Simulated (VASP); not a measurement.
Runs of VASP 6.6.1 on Ir2Pt. The structure is that of space group Fm-3m (No. 225), or close to it. The cells are those of the table. The cell was built from a structure type or drawn by symmetry, and may not be a known phase.

```tsv
task	spin	cell	k mesh	gap on the mesh (eV)	pressure (GPa)	relaxed volume (Å³/atom)
single point	off	a = 4.213 Å, angles 60.0°, 3 atoms	14 × 14 × 14	none	-0.3	-
single point	off	a = 3.939 Å, angles 60.0°, 3 atoms	6 × 6 × 6	none	(a)	-
relaxation of cell and atoms	off	relaxed from a = 3.939 Å, angles 60.0°, 3 atoms	6 × 6 × 6	none	-0.3	17.63
single point	collinear	a = 4.212 Å, angles 60.0°, 3 atoms	6 × 6 × 6	none	-0.2	-
single point	off	a = 4.212 Å, angles 60.0°, 3 atoms	6 × 6 × 6	none	-0.3	-
relaxation of cell and atoms	off	relaxed from a = 4.212 Å, angles 60.0°, 3 atoms	14 × 14 × 14	none	0.0	17.60
```

Alike in all rows: level PBE; potentials or basis VASP PAW PBE potentials, release 64 (Ir, Pt); cutoff (eV) 500; smearing gaussian 0.1 eV.

Q: Fill in the values left out.

A: (a) 78.5.

Caveats: spin-orbit coupling is left out, which moves the levels of the heavy elements; the cell stands under pressure (at least some runs); the volume moved by over 15 % at a fixed basis, so the end points are rough (at least some runs).

A k mesh can miss the band edges, and the runs leave out spin-orbit coupling on Ir, Pt.

A gap of «none» marks levels without a gap at the run's occupations.
